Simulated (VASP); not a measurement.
# SiC: single point with LDA

SiC:

```
CELL_PARAMETERS angstrom
1.52968 -2.65010 0.00000
1.52968 2.65010 0.00000
0.00000 0.00000 15.01348
ATOMIC_POSITIONS crystal
Si 0.16669 0.83331 0.85761
Si 0.83331 0.16669 0.35761
Si 0.49995 0.50005 0.52453
Si 0.50005 0.49995 0.02453
Si 0.83333 0.16667 0.69125
Si 0.16667 0.83333 0.19125
C 0.50000 0.50000 0.64987
C 0.50000 0.50000 0.14987
C 0.16672 0.83328 0.98266
C 0.83328 0.16672 0.48266
C 0.83336 0.16664 0.81621
C 0.16664 0.83336 0.31621
```

| Property | Result |
| --- | --- |
| Program | VASP 6.6.1 |
| Task | single point |
| Functional | LDA |
| Potentials or basis | VASP PAW LDA potentials, release 64 (Si, C) |
| Cutoff | 520 eV |
| k mesh | 8 × 8 × 2 |
| Occupations | gaussian, width 0.1 eV |
| Spin | no spin polarisation |

```json
{
  "Pressure": "0.3 GPa",
  "Largest force": "0.044 eV/Å",
  "Band gap on the k mesh": "1.96 eV (least direct gap 3.07 eV)"
}
```

Forces on the atoms (eV/Å):
```
Si   0.000  0.001  0.044
Si   0.000 -0.001  0.044
Si   0.000 -0.003 -0.030
Si   0.000  0.003 -0.030
Si   0.000  0.000 -0.012
Si   0.000  0.000 -0.012
C    0.000 -0.001  0.002
C    0.000  0.001  0.002
C    0.000 -0.001  0.009
C    0.000  0.001  0.009
C    0.000 -0.001 -0.013
C    0.000  0.001 -0.013
```

Stress tensor (GPa, compression positive):
```
0.36 0.00 0.00
0.00 0.26 0.00
0.00 0.00 0.27
```

Levels at points of the mesh, in eV from the valence-band top:
| k point | band 22 | band 23 | band 24 | band 25 | band 26 | band 27 |
| --- | --- | --- | --- | --- | --- | --- |
| (0.00, 0.00, 0.00) | -0.04 | 0.00 | 0.00 | 5.31 | 5.48 | 5.89 |
| (0.50, 0.00, 0.00) | -1.81 | -1.69 | -1.11 | 1.96 | 2.15 | 3.16 |
| (0.50, 0.50, 0.00) | -1.81 | -1.69 | -1.11 | 1.96 | 2.16 | 3.16 |
| (0.00, 0.00, 0.50) | -0.10 | -0.10 | -0.10 | 5.38 | 5.38 | 6.12 |
| (0.50, 0.00, 0.50) | -1.73 | -1.32 | -1.32 | 2.01 | 2.01 | 3.38 |
| (0.50, 0.50, 0.50) | -1.73 | -1.32 | -1.32 | 2.01 | 2.01 | 3.38 |

It took 4.3 min on 1 thread of Intel Xeon 8259CL, with other jobs on the host, peak memory 0.27 GiB.

A k mesh can miss the band edges. A hybrid or GW would open this gap; LDA tends to underestimate it.
